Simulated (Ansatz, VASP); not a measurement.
# One calculation of AlN, two programs

```
Al N
1.0
     0.00000    1.97800    1.97800
     1.97800    0.00000    1.97800
     1.97800    1.97800    0.00000
Al N
1 1
Cartesian
  0.0000 0.0000 0.0000
  1.9780 1.9780 1.9780
```

Alike in both runs: task single point; functional PBEsol; dispersion D3(BJ); k mesh 10 × 10 × 10; occupations gaussian, width 0.05 eV; no spin polarisation.

```csv
,VASP,Ansatz
version,VASP 6.6.1,Ansatz 0.2.0
potentials or method,"VASP PAW PBE potentials, release 64 (Al, N), cutoff 520 eV","scalar-relativistic, plane waves, PAW"
valence electrons in the cell,8,8
```

|  | VASP | Ansatz | Ansatz less VASP |
| --- | --- | --- | --- |
| gap on the k mesh at the Fermi level (eV) | 5.01 | 5.01 | -0.001 |
| least direct gap on the mesh (eV) | 6.64 | 6.62 | -0.027 |
| pressure (GPa) | 13.6 | 13.7 | +0.05 |

VASP's potentials were made for PBE, not for PBEsol.
